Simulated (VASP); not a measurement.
# KMgF3 (Pm-3m) in VASP: notebook

Runs on KMgF3. Level: r2SCAN. Tasks: single point.

Everything below comes from runs of VASP 6.6.1. Logs are shortened: lines on timing, memory, paths and dates and some standing lists are left out, and cuts for length are marked.

## Step 1: The cell of the first run

Symmetry: Pm-3m, No. 221, cubic system. The conventional cell has a = 3.848 Å, b = 3.848 Å, c = 3.848 Å, α = 90.00°, β = 90.00°, γ = 90.00°. Within 3.6 Å of K (site symmetry m-3m) lie 12 F at 2.72 Å and 8 Mg at 3.33 Å. Mg (site symmetry m-3m) has 6 F at 1.92 Å within 2.6 Å. Within 2.6 Å of F (site symmetry 4/mmm) lie 2 Mg at 1.92 Å.

## Step 2: Single point, r2SCAN

File POSCAR:

```
KMgF3
1.0
    3.8478736813      0.0000000000      0.0000000000
    0.0000000000      3.8478736813      0.0000000000
    0.0000000000      0.0000000000      3.8478736813
K Mg F
1 1 3
Direct
    0.5000000000      0.5000000000      0.5000000000
    0.0000000000      0.0000000000      0.0000000000
    0.0000000000      0.0000000000      0.5000000000
    0.0000000000      0.5000000000      0.0000000000
    0.5000000000      0.0000000000      0.0000000000
```

File INCAR.step1:

```
SYSTEM = KMgF3
PREC = Accurate ; ENCUT = 520
ISMEAR = -1 ; SIGMA = 0.05
LREAL = .False. ; LASPH = .True.
NELM = 60 ; NBANDS = 24
GGA = PE ; ALGO = Normal
EDIFF = 1E-4 ; LWAVE = .True.
LCHARG = .False.
```

File INCAR.step2:

```
SYSTEM = KMgF3
PREC = Accurate ; ENCUT = 520
EDIFF = 1E-6 ; ISMEAR = -1
SIGMA = 0.05 ; LREAL = .False.
LASPH = .True. ; NELM = 60
ALGO = Normal ; ISIF = 2
LWAVE = .False. ; LCHARG = .True.
METAGGA = R2SCAN ; LMIXTAU = .True.
LELF = .True. ; LVHAR = .True.
NBANDS = 24 ; ISTART = 1
```

File KPOINTS:

```
regular mesh
0
Gamma
  7 7 7
  0 0 0
```

Potentials or basis: VASP PAW PBE potentials, release 64 (K_sv, Mg, F).

Command:

```bash
cat potpaw_PBE.64/K_sv/POTCAR potpaw_PBE.64/Mg/POTCAR potpaw_PBE.64/F/POTCAR > POTCAR
cp INCAR.step1 INCAR
mpirun -np 1 vasp_std > vasp.out
cp INCAR.step2 INCAR
mpirun -np 1 vasp_std > vasp.out
```

OUTCAR:

```text
SYSTEM = KMgF3
   PREC = Accurate
   ENCUT = 520
   EDIFF = 1E-6
   ISMEAR = -1
   LREAL = .False.
   LASPH = .True.
   NELM = 60
   ISIF = 2
   METAGGA = R2SCAN
   ISTART = 1

 ion  position               nearest neighbor table
   1  0.500  0.500  0.500-   3 2.72   4 2.72   5 2.72   4 2.72   5 2.72   3 2.72   5 2.72   5 2.72
                             3 2.72   4 2.72   4 2.72   3 2.72   2 3.33   2 3.33   2 3.33   2 3.33
   2  0.000  0.000  0.000-   3 1.92   4 1.92   5 1.92   3 1.92   4 1.92   5 1.92   1 3.33   1 3.33
                             1 3.33   1 3.33   1 3.33   1 3.33   1 3.33   1 3.33
   3  0.000  0.000  0.500-   2 1.92   2 1.92   1 2.72   1 2.72   1 2.72   1 2.72
   4  0.000  0.500  0.000-   2 1.92   2 1.92   1 2.72   1 2.72   1 2.72   1 2.72
   5  0.500  0.000  0.000-   2 1.92   2 1.92   1 2.72   1 2.72   1 2.72   1 2.72

  LATTYP: Found a simple cubic cell.
 ALAT       =     3.8478736813

  Lattice vectors:

 A1 = (   3.8478736813,   0.0000000000,   0.0000000000)
 A2 = (   0.0000000000,   3.8478736813,   0.0000000000)
 A3 = (   0.0000000000,   0.0000000000,   3.8478736813)

Analysis of symmetry for initial positions (statically):
=====================================================================
 Subroutine PRICEL returns:
 Original cell was already a primitive cell.

 Routine SETGRP: Setting up the symmetry group for a
 simple cubic supercell.

 Subroutine GETGRP returns: Found 48 space group operations
 (whereof 48 operations were pure point group operations)
 out of a pool of 48 trial point group operations.

The static configuration has the point symmetry O_h .

Analysis of symmetry for dynamics (positions and initial velocities):
=====================================================================
 Subroutine PRICEL returns:
 Original cell was already a primitive cell.

 Routine SETGRP: Setting up the symmetry group for a
 simple cubic supercell.

 Subroutine GETGRP returns: Found 48 space group operations
 (whereof 48 operations were pure point group operations)
 out of a pool of 48 trial point group operations.

The dynamic configuration has the point symmetry O_h .

 Subroutine INISYM returns: Found 48 space group operations
 (whereof 48 operations are pure point group operations),
 and found     1 'primitive' translations

----------------------------------------------------------------------------------------

                                     Primitive cell

  volume of cell :      56.9721

  direct lattice vectors                    reciprocal lattice vectors
     3.847873681  0.000000000  0.000000000     0.259883791  0.000000000  0.000000000
     0.000000000  3.847873681  0.000000000     0.000000000  0.259883791  0.000000000
     0.000000000  0.000000000  3.847873681     0.000000000  0.000000000  0.259883791

  length of vectors
     3.847873681  3.847873681  3.847873681     0.259883791  0.259883791  0.259883791

  position of ions in fractional coordinates (direct lattice)
     0.500000000  0.500000000  0.500000000
     0.000000000  0.000000000  0.000000000
     0.000000000  0.000000000  0.500000000
     0.000000000  0.500000000  0.000000000
     0.500000000  0.000000000  0.000000000

  ion indices of the primitive-cell ions
   primitive index   ion index
                 1           1
                 2           2
                 3           3
                 4           4
                 5           5

----------------------------------------------------------------------------------------

 KPOINTS: regular mesh

Automatic generation of k-mesh.
 Grid dimensions read from file:
 generate k-points for:    7    7    7

 Generating k-lattice:

  Cartesian coordinates                     Fractional coordinates (reciprocal lattice)
     0.037126256  0.000000000  0.000000000     0.142857143  0.000000000  0.000000000
     0.000000000  0.037126256  0.000000000     0.000000000  0.142857143  0.000000000
     0.000000000  0.000000000  0.037126256     0.000000000  0.000000000  0.142857143

  Length of vectors
     0.037126256  0.037126256  0.037126256

  Shift w.r.t. Gamma in fractional coordinates (k-lattice)
     0.000000000  0.000000000  0.000000000

 Subroutine IBZKPT returns following result:
 ===========================================

 Found     20 irreducible k-points:

 Following reciprocal coordinates:
            Coordinates               Weight
  0.000000  0.000000  0.000000      1.000000
  0.142857  0.000000  0.000000      6.000000
  0.285714  0.000000  0.000000      6.000000
  0.428571  0.000000  0.000000      6.000000
  0.142857  0.142857  0.000000     12.000000
  0.285714  0.142857  0.000000     24.000000
[... 12 lines left out ...]
  0.428571  0.428571  0.285714     24.000000
  0.428571  0.428571  0.428571      8.000000
   k-points           NKPTS =     20   k-points in BZ     NKDIM =     20   number of bands    NBANDS=     24
   number of dos      NEDOS =    301   number of ions     NIONS =      5
   total plane-waves  NPLWV =  27000
   dimension x,y,z NGX =    30 NGY =   30 NGZ =   30
   dimension x,y,z NGXF=    60 NGYF=   60 NGZF=   60
   ions per type =               1   1   3
   NGX,Y,Z   is equivalent  to a cutoff of  12.96, 12.96, 12.96 a.u.
   NGXF,Y,Z  is equivalent  to a cutoff of  25.92, 25.92, 25.92 a.u.
 SYSTEM =  KMgF3
   PREC   = accura    normal or accurate (medium, high low for compatibility)
   ISTART =      1    job   : 0-new  1-cont  2-samecut
   ICHARG =      0    charge: 1-file 2-atom 10-const
   ISPIN  =      1    spin polarized calculation?
   LNONCOLLINEAR =      F non collinear calculations
   LSORBIT =      F    spin-orbit coupling
   LASPH  =      T    aspherical Exc in radial PAW
   ENCUT  =  520.0 eV  38.22 Ry    6.18 a.u.   7.15  7.15  7.15*2*pi/ulx,y,z
   NELM   =     60;   NELMIN=  2; NELMDL=  0     # of ELM steps
   EDIFF  = 0.1E-05   stopping-criterion for ELM
   LREAL  =      F    real-space projection
   EDIFFG = 0.1E-04   stopping-criterion for IOM
   NSW    =      0    number of steps for IOM
   IBRION =     -1    ionic relax: 0-MD 1-quasi-New 2-CG
   NFREE  =      0    steps in history (QN), initial steepest desc. (CG)
   ISIF   =      2    stress and relaxation
   ISYM   =      2    0-nonsym 1-usesym 2-fastsym
   POTIM  = 0.5000    time-step for ionic-motion
   TEBEG  =    0.0;   TEEND  =   0.0 temperature during run
   PSTRESS=    0.0 pullay stress
   NELECT =      32.0000    total number of electrons
   NUPDOWN=      -1.0000    fix difference up-down
   EMIN   =  10.00;   EMAX   =-10.00  energy-range for DOS
   EFERMI =   0.00;   METHOD = LEGACY
   ISMEAR =    -1;   SIGMA  =   0.05  broadening in eV -4-tet -1-fermi 0-gaus
   EFERMI_NEDOS =   21; number of points for ismear=-14 and -15
   IALGO  =     38    algorithm
   IMIX   =      4    mixing-type and parameters
     AMIX     =   0.40;   BMIX     =  1.00
     AMIX_MAG =   1.60;   BMIX_MAG =  1.00
  volume/ion in A,a.u.               =      11.39        76.89
  Fermi-wavevector in a.u.,A,eV,Ry     =   1.350737  2.552522 24.823687  1.824489
  Thomas-Fermi vector in A             =   2.478216
   LORBIT       =      0    0 simple, 1 ext, 2 COOP (PROOUT), +10 PAW based schemes
   METAGGA = R2SCAN    functional components
   LHFCALC =     F    Hartree Fock is set to
   AEXX    =    0.0000 exact exchange contribution
   IVDW    =     0    specifies the selected vdW correction
   LEPSILON=     F    determine dielectric tensor
   LRPA    =     F    only Hartree local field effects (RPA)
 non-spin polarized calculation
  energy-cutoff  :      520.00
  volume of cell :       56.97
 maximum number of plane-waves:      1551
 NGX is ok and might be reduce to    30
   NGX = 15   NGY = 15   NGZ = 15

 number of electron      32.0000040 magnetization

 Free energy of the ion-electron system (eV)
  ---------------------------------------------------
  ext. energy  EPLUGINS =         0.00000000
  ---------------------------------------------------
  free energy    TOTEN  =       -37.25141658 eV

  energy without entropy =      -37.25141658  energy(sigma->0) =      -37.25141658

 E-fermi :  -0.4871     XC(G=0): -10.7840

 val. band max:       -1.6897866576   @ k =   0.4286   0.4286   0.4286
 cond. band min:       7.4902697476   @ k =   0.0000   0.0000   0.0000
 fundamental gap:      9.1800564052
 Fermi energy:        -0.4871117128

 k-point     1 :       0.0000    0.0000    0.0000
  band No.  band energies     occupation
      1     -28.0597      2.00000
      2     -23.1821      2.00000
      3     -22.4127      2.00000
      4     -22.4127      2.00000
      5     -10.8004      2.00000
      6     -10.8004      2.00000
[... 16 lines left out ...]
     23      14.9249      0.00000
     24      17.9702      0.00000

 k-point     2 :       0.1429    0.0000    0.0000
  band No.  band energies     occupation
      1     -28.0495      2.00000
      2     -23.1591      2.00000
      3     -22.4461      2.00000
      4     -22.4101      2.00000
      5     -10.7895      2.00000
      6     -10.7841      2.00000
[... 16 lines left out ...]
     23      14.9263      0.00000
     24      17.8105      0.00000

 k-point     3 :       0.2857    0.0000    0.0000
  band No.  band energies     occupation
      1     -28.0262      2.00000
      2     -23.1018      2.00000
      3     -22.5283      2.00000
      4     -22.4056      2.00000
      5     -10.7651      2.00000
      6     -10.7469      2.00000
[... 16 lines left out ...]
     23      14.7281      0.00000
     24      17.3708      0.00000
[... 406 lines left out ...]
 k-point    19 :       0.4286    0.4286    0.2857
  band No.  band energies     occupation
      1     -27.9585      2.00000
      2     -22.7226      2.00000
      3     -22.6298      2.00000
      4     -22.5979      2.00000
      5     -10.9848      2.00000
      6     -10.9796      2.00000
[... 16 lines left out ...]
     23      15.4201      0.00000
     24      15.4567      0.00000

 k-point    20 :       0.4286    0.4286    0.4286
  band No.  band energies     occupation
      1     -27.9507      2.00000
      2     -22.6683      2.00000
      3     -22.6208      2.00000
      4     -22.6208      2.00000
      5     -11.0418      2.00000
      6     -11.0418      2.00000
[... 16 lines left out ...]
     23      15.9226      0.00000
     24      15.9953      0.00000

------------------------ aborting loop because EDIFF is reached ----------------------------------------

  FORCE on cell =-STRESS in cart. coord.  units (eV):
  Direction    XX          YY          ZZ          XY          YZ          ZX
  --------------------------------------------------------------------------------------
  -------------------------------------------------------------------------------------
  Total        3.3498716      3.3498716      3.3498716      0.0000000     -0.0000000      0.0000000
  in kB       94.2055151     94.2055151     94.2055151      0.0000000     -0.0000000      0.0000000
  external PRESSURE =      94.2055151 kB  Pullay stress =       0.0000000 kB

 VOLUME and BASIS-vectors are now :
 -----------------------------------------------------------------------------
  energy-cutoff  :      520.00
  volume of cell :       56.97
      direct lattice vectors                 reciprocal lattice vectors
     3.847873681  0.000000000  0.000000000     0.259883791  0.000000000  0.000000000
     0.000000000  3.847873681  0.000000000     0.000000000  0.259883791  0.000000000
     0.000000000  0.000000000  3.847873681     0.000000000  0.000000000  0.259883791

 POSITION                                       TOTAL-FORCE (eV/Angst)
 -----------------------------------------------------------------------------------
      1.92394      1.92394      1.92394         0.000000      0.000000      0.000000
      0.00000      0.00000      0.00000         0.000000      0.000000      0.000000
      0.00000      0.00000      1.92394         0.000000      0.000000      0.000000
      0.00000      1.92394      0.00000         0.000000      0.000000      0.000000
      1.92394      0.00000      0.00000         0.000000      0.000000      0.000000
 -----------------------------------------------------------------------------------
    total drift:                                0.000000     -0.000000      0.000000

  FREE ENERGIE OF THE ION-ELECTRON SYSTEM (eV)
  ---------------------------------------------------
  free  energy   TOTEN  =       -37.2514165808 eV

  energy  without entropy=      -37.2514165807  energy(sigma->0) =      -37.25141658
```

Wall time 3 min (1 thread of Intel Xeon Platinum 8488C (Sapphire Rapids), shared host); peak memory 0.19 GiB.

What came out:

| Quantity | Value |
| --- | --- |
| Free energy | -37.2514 eV |
| Pressure | 9.4 GPa |
| Band gap on the k mesh | 9.18 eV, indirect (least direct gap 9.46 eV) |

Caveat: the PAW data sets were made with another functional, which shifts forces and pressure a little.

## Step 3: Single point, r2SCAN

This run uses another cell than the first one, of 11.92 Å³/atom, 1.046 times its volume.

POSCAR: that of step 2 with these lines changed.

```diff
@@ -2,5 +2,5 @@
 1.0
-    3.8478736813      0.0000000000      0.0000000000
-    0.0000000000      3.8478736813      0.0000000000
-    0.0000000000      0.0000000000      3.8478736813
+    3.9060548032      0.0000000000      0.0000000000
+    0.0000000000      3.9060548032      0.0000000000
+    0.0000000000      0.0000000000      3.9060548032
 K Mg F
```

File INCAR.step1:

```
SYSTEM = KMgF3
ALGO = Normal
EDIFF = 1E-4
ENCUT = 520
GGA = PE
ISMEAR = -1
LASPH = .TRUE.
LCHARG = .FALSE.
LREAL = .FALSE.
LWAVE = .TRUE.
NBANDS = 24
NELM = 60
PREC = Accurate
SIGMA = 0.05
```

File INCAR.step2:

```
SYSTEM = KMgF3
ALGO = Normal
EDIFF = 1E-6
ENCUT = 520
ISIF = 2
ISMEAR = -1
ISTART = 1
LASPH = .TRUE.
LCHARG = .FALSE.
LMIXTAU = .TRUE.
LREAL = .FALSE.
LWAVE = .FALSE.
METAGGA = R2SCAN
NBANDS = 24
NELM = 60
PREC = Accurate
SIGMA = 0.05
```

File KPOINTS:

```
k-points
0
G
  7 7 7
  0 0 0
```

Potentials or basis: VASP PAW PBE potentials, release 64 (K_sv, Mg, F).

Command:

```bash
cat potpaw_PBE.64/K_sv/POTCAR potpaw_PBE.64/Mg/POTCAR potpaw_PBE.64/F/POTCAR > POTCAR
cp INCAR.step1 INCAR
mpirun -np 1 vasp_std > vasp.out
cp INCAR.step2 INCAR
mpirun -np 1 vasp_std > vasp.out
```

It took 2.6 min on 1 thread of Intel Xeon Platinum 8488C (Sapphire Rapids), shared host; peak memory 0.19 GiB.

Results (log left out):

* Free energy: -37.3692 eV
* Pressure: 4.4 GPa
* Band gap on the k mesh: 8.78 eV, indirect (least direct gap 9.07 eV)

Levels at points of the mesh, in eV from the valence-band top:
| k point | band 12 | band 13 | band 14 | band 15 | band 16 | band 17 | band 18 | band 19 | band 20 | band 21 |
| --- | --- | --- | --- | --- | --- | --- | --- | --- | --- | --- |
| (0.00, 0.00, 0.00) | -0.66 | -0.66 | -0.28 | -0.28 | -0.28 | 8.78 | 10.96 | 10.96 | 13.36 | 13.36 |

Caveat: the PAW data sets were made with another functional, which shifts forces and pressure a little.
